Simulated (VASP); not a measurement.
Zr: single point with PBE

The system is Zr.

```
Zr
1.0
     2.75053    0.00000    0.00000
    -1.37527    2.38203    0.00000
     0.00000    0.00000    4.85417
Zr
2
Direct
  0.33333 0.66667 0.25000
  0.66667 0.33333 0.75000
```

```yaml
Program: VASP 6.6.1
Task: single point
Functional: PBE
Potentials_or_basis: VASP PAW PBE potentials, release 64 (Zr_sv)
Cutoff: 520 eV
k_mesh: 15 × 15 × 8
Occupations: fermi-dirac, width 0.05 eV
Spin: no spin polarisation
```

```yaml
Pressure: 63.6 GPa
Band_gap_on_the_k_mesh: zero (band 12 reaches 14.94 eV, above the bottom of band 13 at 13.46 eV)
```

Stress tensor (GPa, compression positive):
```
63.63  0.00  0.00
 0.00 63.63  0.00
 0.00  0.00 63.54
```

Levels at points of the mesh, in eV from the Fermi level:
```
           k point  band 9  band 10  band 11  band 12  band 13  band 14  band 15  band 16
(0.00, 0.00, 0.00)   -5.65    -3.74    -0.11     1.14     1.14     1.93     1.93     2.61
(0.00, 0.00, 0.50)   -3.72    -3.72    -0.33    -0.33     1.21     1.21     1.21     1.21
```

It took 60 s on 1 thread of Intel(R) Xeon(R) Platinum 8259CL CPU @ 2.50GHz (Skylake/Cascade Lake), with other jobs on the host, peak memory 0.18 GiB.
